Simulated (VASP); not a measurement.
# Ta12HN in VASP: single point with PBE+D3(BJ)

Aim: the single point of Ta12HN with PBE+D3(BJ).

All numbers are computed with VASP 6.6.1; they aren't measurements. Logs are shortened: lines on timing, memory, paths and dates and some standing lists are left out, and cuts for length are marked.

## Step 1: The cell of the first run

The cell holds a slab with vacuum, 14 atoms: a = 5.690 Å, b = 5.690 Å, c = 24.646 Å, α = 90.00°, β = 90.00°, γ = 109.47°.

## Step 2: Single point, PBE+D3(BJ)

INCAR reads:

```
SYSTEM = Ta12HN
PREC     = Accurate       ! precision mode
ENCUT    = 520            ! plane-wave cutoff, eV
EDIFF    = 1E-6           ! SCF threshold, eV
ISMEAR   = 0              ! smearing method
SIGMA    = 0.1            ! smearing width, eV
LREAL    = .FALSE.        ! projectors in reciprocal space
LASPH    = .TRUE.         ! aspherical terms in the spheres
NELM     = 60             ! most SCF steps
ALGO     = Fast           ! electronic algorithm
ISIF     = 2              ! what is computed and relaxed
LWAVE    = .FALSE.        ! write WAVECAR
LCHARG   = .FALSE.        ! write CHGCAR
LDIPOL   = .TRUE.       
IDIPOL   = 3            
DIPOL    = 0.5 0.5 0.460
GGA      = PE             ! functional
IVDW     = 12             ! dispersion correction
NBANDS   = 82             ! bands
```

KPOINTS reads:

```
Automatic mesh
0
G
  6 6 1
  0 0 0
```

POSCAR reads:

```
Ta12HN
1.0
    5.6896945747      0.0000000000      0.0000000000
   -1.8965648582      5.3642954889      0.0000000000
    0.0000000000      0.0000000000     24.6456161668
Ta N H
12 1 1
Direct
    0.2500000000      0.2500000000      0.3448889223
    0.2500000000      0.7500000000      0.3448889223
    0.7500000000      0.2500000000      0.3448889223
    0.7500000000      0.7500000000      0.3448889223
    0.5000178027      0.4997695731      0.4370283801
    0.5002545873     -0.0001663251      0.4357844675
    0.0000633049      0.4998856285      0.4375085949
    0.0002893267     -0.0000388007      0.4370325773
    0.7576729001      0.7422409967      0.5290085532
    0.7386657341      0.2380156526      0.5305972056
    0.2619508213      0.7613685219      0.5305765308
    0.2429778696      0.2571232190      0.5289944858
    1.0001736501      0.4998401258      0.5791610505
    1.0017533711      0.4987398338      0.6207554042
```

Potentials or basis: VASP PAW PBE potentials, release 64 (Ta_pv, N, H).

Launch:

```bash
$ cat potpaw_PBE.64/Ta_pv/POTCAR potpaw_PBE.64/N/POTCAR potpaw_PBE.64/H/POTCAR > POTCAR
$ mpirun -np 1 vasp_std > vasp.out
```

OUTCAR:

```text
SYSTEM = Ta12HN
   PREC = Accurate
   ENCUT = 520
   EDIFF = 1E-6
   ISMEAR = 0
   LREAL = .FALSE.
   LASPH = .TRUE.
   NELM = 60
   ISIF = 2
   GGA = PE
   IVDW = 12
 IVDW          = 12

 ion  position               nearest neighbor table
   1  0.250  0.250  0.345-   5 2.80   8 2.80   3 2.84   3 2.84   2 2.84   2 2.84   6 3.23   7 3.26
                             4 3.28   4 3.28
   2  0.250  0.750  0.345-   6 2.78   7 2.81   4 2.84   4 2.84   1 2.84   1 2.84   8 3.25   5 3.25
                             3 3.28   3 3.28
   3  0.750  0.250  0.345-   6 2.78   7 2.81   1 2.84   1 2.84   4 2.84   4 2.84   5 3.25   8 3.25
                             2 3.28   2 3.28
   4  0.750  0.750  0.345-   5 2.80   8 2.80   2 2.84   2 2.84   3 2.84   3 2.84   6 3.23   7 3.26
                             1 3.28   1 3.28
   5  0.500  0.500  0.437-  12 2.80   9 2.80   1 2.80   4 2.80   7 2.84   7 2.84   6 2.84   6 2.85
                             3 3.25   2 3.25  11 3.27  10 3.28   8 3.28   8 3.29
   6  0.500  1.000  0.436-   3 2.78   2 2.78  11 2.81  10 2.81   5 2.84   8 2.84   8 2.85   5 2.85
                             4 3.23   1 3.23   7 3.28   7 3.29  12 3.32   9 3.32
   7  0.000  0.500  0.438-   3 2.81   2 2.81   5 2.84   8 2.84   8 2.84   5 2.84  11 2.87  10 2.87
                             9 3.19  12 3.19   1 3.26   4 3.26   6 3.28   6 3.29
   8  0.000  1.000  0.437-  12 2.80   9 2.80   1 2.80   4 2.80   7 2.84   7 2.84   6 2.84   6 2.85
                             2 3.25   3 3.25  10 3.27  11 3.27   5 3.28   5 3.29
   9  0.758  0.742  0.529-  13 2.57   5 2.80   8 2.80  10 2.83  11 2.84  11 2.86  10 2.86   7 3.19
                            12 3.29  12 3.29   6 3.32
  10  0.739  0.238  0.531-  13 2.09   6 2.81   9 2.83  12 2.84  12 2.86   9 2.86   7 2.87  11 3.13
                             8 3.27   5 3.28  11 3.44
  11  0.262  0.761  0.531-  13 2.09   6 2.81   9 2.84  12 2.84  12 2.86   9 2.86   7 2.87  10 3.13
                             5 3.27   8 3.27  10 3.44
  12  0.243  0.257  0.529-  13 2.57   5 2.80   8 2.80  11 2.84  10 2.84  10 2.86  11 2.86   7 3.19
                             9 3.29   9 3.29   6 3.32
  13  0.000  0.500  0.579-  14 1.03  10 2.09  11 2.09   9 2.57  12 2.57
  14  0.002  0.499  0.621-  13 1.03

  LATTYP: Found a base centered orthorhombic cell.
 ALAT       =     6.5698933887
 B/A-ratio  =     1.4142135624
 C/A-ratio  =     3.7512962097

  Lattice vectors:

 A1 = (   5.6896945747,   0.0000000000,   0.0000000000)
 A2 = (  -1.8965648582,   5.3642954889,   0.0000000000)
 A3 = (   0.0000000000,   0.0000000000,  24.6456161668)

Analysis of symmetry for initial positions (statically):
=====================================================================
 Subroutine PRICEL returns:
 Original cell was already a primitive cell.

 Routine SETGRP: Setting up the symmetry group for a
 base centered orthorhombic supercell.

 Subroutine GETGRP returns: Found  1 space group operations
 (whereof  1 operations were pure point group operations)
 out of a pool of  8 trial point group operations.

The static configuration has the point symmetry C_1 .

Analysis of symmetry for dynamics (positions and initial velocities):
=====================================================================
 Subroutine PRICEL returns:
 Original cell was already a primitive cell.

 Routine SETGRP: Setting up the symmetry group for a
 base centered orthorhombic supercell.

 Subroutine GETGRP returns: Found  1 space group operations
 (whereof  1 operations were pure point group operations)
 out of a pool of  8 trial point group operations.

The dynamic configuration has the point symmetry C_1 .

 Subroutine INISYM returns: Found  1 space group operations
 (whereof  1 operations are pure point group operations),
 and found     1 'primitive' translations

----------------------------------------------------------------------------------------

                                     Primitive cell

  volume of cell :     752.2139

  direct lattice vectors                    reciprocal lattice vectors
     5.689694575  0.000000000  0.000000000     0.175756359  0.062139257  0.000000000
    -1.896564858  5.364295489  0.000000000     0.000000000  0.186417770  0.000000000
     0.000000000  0.000000000 24.645616167     0.000000000  0.000000000  0.040575167

  length of vectors
     5.689694575  5.689694575 24.645616167     0.186417770  0.186417770  0.040575167

  position of ions in fractional coordinates (direct lattice)
     0.250000000  0.250000000  0.344888922
[... 59 lines left out ...]
  0.000000  0.000000  0.000000      1.000000
  0.166667 -0.000000  0.000000      2.000000
  0.000000  0.166667  0.000000      2.000000
  0.333333 -0.000000  0.000000      2.000000
  0.000000  0.333333  0.000000      2.000000
  0.500000  0.000000  0.000000      1.000000
[... 12 lines left out ...]
 -0.333333  0.333333  0.000000      2.000000
  0.500000  0.500000  0.000000      1.000000
   k-points           NKPTS =     20   k-points in BZ     NKDIM =     20   number of bands    NBANDS=     82
   number of dos      NEDOS =    301   number of ions     NIONS =     14
   total plane-waves  NPLWV = 338688
   dimension x,y,z NGX =    42 NGY =   42 NGZ =  192
   dimension x,y,z NGXF=    84 NGYF=   84 NGZF=  384
   ions per type =              12   1   1
   NGX,Y,Z   is equivalent  to a cutoff of  12.27, 12.27, 12.95 a.u.
   NGXF,Y,Z  is equivalent  to a cutoff of  24.54, 24.54, 25.90 a.u.
 SYSTEM =  Ta12HN
   PREC   = accura    normal or accurate (medium, high low for compatibility)
   ISTART =      0    job   : 0-new  1-cont  2-samecut
   ICHARG =      2    charge: 1-file 2-atom 10-const
   ISPIN  =      1    spin polarized calculation?
   LNONCOLLINEAR =      F non collinear calculations
   LSORBIT =      F    spin-orbit coupling
   LASPH  =      T    aspherical Exc in radial PAW
   ENCUT  =  520.0 eV  38.22 Ry    6.18 a.u.  10.58 10.58 45.82*2*pi/ulx,y,z
   NELM   =     60;   NELMIN=  2; NELMDL= -5     # of ELM steps
   EDIFF  = 0.1E-05   stopping-criterion for ELM
   LREAL  =      F    real-space projection
   EDIFFG = 0.1E-04   stopping-criterion for IOM
   NSW    =      0    number of steps for IOM
   IBRION =     -1    ionic relax: 0-MD 1-quasi-New 2-CG
   NFREE  =      0    steps in history (QN), initial steepest desc. (CG)
   ISIF   =      2    stress and relaxation
   ISYM   =      2    0-nonsym 1-usesym 2-fastsym
   POTIM  = 0.5000    time-step for ionic-motion
   TEBEG  =    0.0;   TEEND  =   0.0 temperature during run
   PSTRESS=    0.0 pullay stress
   NELECT =     138.0000    total number of electrons
   NUPDOWN=      -1.0000    fix difference up-down
   EMIN   =  10.00;   EMAX   =-10.00  energy-range for DOS
   EFERMI =   0.00;   METHOD = LEGACY
   ISMEAR =     0;   SIGMA  =   0.10  broadening in eV -4-tet -1-fermi 0-gaus
   EFERMI_NEDOS =   21; number of points for ismear=-14 and -15
   IALGO  =     68    algorithm
   IMIX   =      4    mixing-type and parameters
     AMIX     =   0.40;   BMIX     =  1.00
     AMIX_MAG =   1.60;   BMIX_MAG =  1.00
  volume/ion in A,a.u.               =      53.73       362.58
  Fermi-wavevector in a.u.,A,eV,Ry     =   0.930224  1.757868 11.773342  0.865316
  Thomas-Fermi vector in A             =   2.056589
   LORBIT       =      0    0 simple, 1 ext, 2 COOP (PROOUT), +10 PAW based schemes
   GGA     = PE    functional components
   LHFCALC =     F    Hartree Fock is set to
   AEXX    =    0.0000 exact exchange contribution
   IVDW    =    12    specifies the selected vdW correction
   LEPSILON=     F    determine dielectric tensor
   LRPA    =     F    only Hartree local field effects (RPA)
 non-spin polarized calculation
 RMM-DIIS sequential band-by-band and
 Gauss-broadening in eV      SIGMA  =   0.10
  energy-cutoff  :      520.00
  volume of cell :      752.21
 maximum number of plane-waves:     20294
   NGX = 21   NGY = 21   NGZ = 91

 dipolmoment           0.000000      0.000000      0.041972 electrons x Angstroem

 number of electron     138.0000021 magnetization

 dipolmoment           0.000000      0.000000     -0.149002 electrons x Angstroem

 Free energy of the ion-electron system (eV)
  ---------------------------------------------------
  ext. energy  EPLUGINS =         0.00000000
  ---------------------------------------------------
  free energy    TOTEN  =      -147.32606489 eV

  energy without entropy =     -147.25475357  energy(sigma->0) =     -147.29040923

 E-fermi :  -1.2496     XC(G=0):  -4.5751

 val. band max:       -1.2553929615   @ k =   0.5000   0.3333   0.0000
 cond. band min:      -1.2153487951   @ k =   0.1667   0.3333   0.0000
 fundamental gap:      0.0400441664
 Fermi energy:        -1.2496199825

 k-point     1 :       0.0000    0.0000    0.0000
  band No.  band energies     occupation
      1     -35.8084      2.00000
      2     -35.7831      2.00000
      3     -35.7728      2.00000
      4     -35.7128      2.00000
      5     -35.7071      2.00000
      6     -35.6885      2.00000
[... 1669 lines left out ...]
     80       0.5086      0.00000
     81       0.7704      0.00000
 [bands above 81 left out]

------------------------ aborting loop because EDIFF is reached ----------------------------------------

 vacuum level on the upper side and lower side of the slab       (xc-potential included)        -0.538         0.327

 Edisp (eV)   -5.39592

 E8    (eV) :    -2.9055

  FORCE on cell =-STRESS in cart. coord.  units (eV):
  Direction    XX          YY          ZZ          XY          YZ          ZX
  --------------------------------------------------------------------------------------
  -------------------------------------------------------------------------------------
  Total     -10.60098   -10.11604     0.03257     0.68655     0.03819    -0.05714
  in kB     -22.57956   -21.54666     0.06936     1.46232     0.08133    -0.12171
  external pressure =      -14.69 kB  Pullay stress =        0.00 kB

 VOLUME and BASIS-vectors are now :
 -----------------------------------------------------------------------------
  energy-cutoff  :      520.00
  volume of cell :      752.21
      direct lattice vectors                 reciprocal lattice vectors
     5.689694575  0.000000000  0.000000000     0.175756359  0.062139257  0.000000000
    -1.896564858  5.364295489  0.000000000     0.000000000  0.186417770  0.000000000
     0.000000000  0.000000000 24.645616167     0.000000000  0.000000000  0.040575167

 POSITION                                       TOTAL-FORCE (eV/Angst)
 -----------------------------------------------------------------------------------
      0.94828      1.34107      8.50000        -0.030880      0.022031      0.130702
      0.00000      4.02322      8.50000        -0.055716     -0.083740     -0.147127
      3.79313      1.34107      8.50000         0.061024      0.080662     -0.147572
      2.84485      4.02322      8.50000         0.035697     -0.024901      0.134703
      1.89710      2.68091     10.77083         0.005679      0.005743     -0.004491
      0.95005      5.36340     10.74018        -0.005825      0.001116      0.002768
     -0.94771      2.68153     10.78267         0.004231     -0.001025      0.004443
     -1.89485      5.36409     10.77094        -0.006985     -0.006040     -0.004362
      2.90322      3.98160     13.03774        -0.008562      0.007445      0.013010
      3.75137      1.27679     13.07690        -0.023603     -0.030973     -0.012486
      0.04644      4.08421     13.07639         0.021969      0.031962     -0.011247
      0.89482      1.37928     13.03740         0.001264     -0.002023      0.006804
     -0.94699      2.68129     14.27378         0.021666     -0.011221      0.048976
     -0.93592      2.67539     15.29890        -0.019959      0.010965     -0.014122
 -----------------------------------------------------------------------------------
    total drift:                               -0.000323      0.000218      0.001864

  FREE ENERGIE OF THE ION-ELECTRON SYSTEM (eV)
  ---------------------------------------------------
  free  energy   TOTEN  =      -152.7219884053 eV

  energy  without entropy=     -152.6506770850  energy(sigma->0) =     -152.68633275

 vacuum level on the upper side and lower side of the slab         2.573         3.453
```

It took 69 min on 1 thread of Oxide Virtual Turin-like, shared host; peak memory 1.2 GiB.

Results:

- Free energy: -152.7220 eV
- Largest force: 0.179 eV/Å
- Band gap on the k mesh: zero (bands 69 and 70 overlap by 0.78 eV)
- Dispersion energy per atom: -0.385 eV

Forces in eV/Å, atoms in the order of the input:
```
Ta  -0.031  0.022  0.131
Ta  -0.056 -0.084 -0.147
Ta   0.061  0.081 -0.148
Ta   0.036 -0.025  0.135
Ta   0.006  0.006 -0.004
Ta  -0.006  0.001  0.003
Ta   0.004 -0.001  0.004
Ta  -0.007 -0.006 -0.004
Ta  -0.009  0.007  0.013
Ta  -0.024 -0.031 -0.012
Ta   0.022  0.032 -0.011
Ta   0.001 -0.002  0.007
N    0.022 -0.011  0.049
H   -0.020  0.011 -0.014
```

Caveat: spin-orbit coupling is left out, which moves the levels of the heavy elements.

The gap in the log of VASP goes by the Fermi energy; the results here count the filled bands.